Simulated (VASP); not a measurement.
Here is a VASP 6.6.1 calculation.

The input INCAR:

```
  PREC = Accurate
  ENCUT = 520
  EDIFF = 1E-6
  ISMEAR = 0
  SIGMA = 0.05
  LREAL = False
  LASPH = True
  NELM = 100
  ALGO = Normal
  ISIF = 2
  LWAVE = False
  LCHARG = False
  GGA = PS
  NBANDS = 46
```

File KPOINTS:

```
regular mesh
0
Gamma
  10 8 10
```

The input POSCAR:

```
AlCu3
1.0
    4.1725144000      0.0000000000      0.0000000000
    0.0000000000      5.1070174600      0.0000000000
    0.0000000000      0.0000000000      4.5117153100
Al Cu
2 6
Direct
    0.0000000000      0.0000000000      0.6611100000
    0.5000000000      0.5000000000      0.3388900000
    0.0000000000      0.5000000000      0.6626749500
    0.5000000000      0.0000000000      0.3373250500
    0.0000000000      0.2509403100      0.1600646800
    0.0000000000      0.7490596900      0.1600646800
    0.5000000000      0.2490596900      0.8399353200
    0.5000000000      0.7509403100      0.8399353200
```

Potentials or basis: VASP PAW PBE potentials, release 64 (Al, Cu).

The run is started by

```bash
$ cat potpaw_PBE.64/Al/POTCAR potpaw_PBE.64/Cu/POTCAR > POTCAR
$ mpirun -np 1 vasp_std > vasp.out
```

(1) Predict the pressure.

(2) Estimate the band gap on the k mesh.

(3) Predict the largest force.

Answers

(1) -0.4 GPa.

(2) zero (bands 36 and 37 overlap by 4.10 eV).

(3) 0.083 eV/Å.

Caveat: the PAW data sets were made with another functional, which shifts forces and pressure a little.
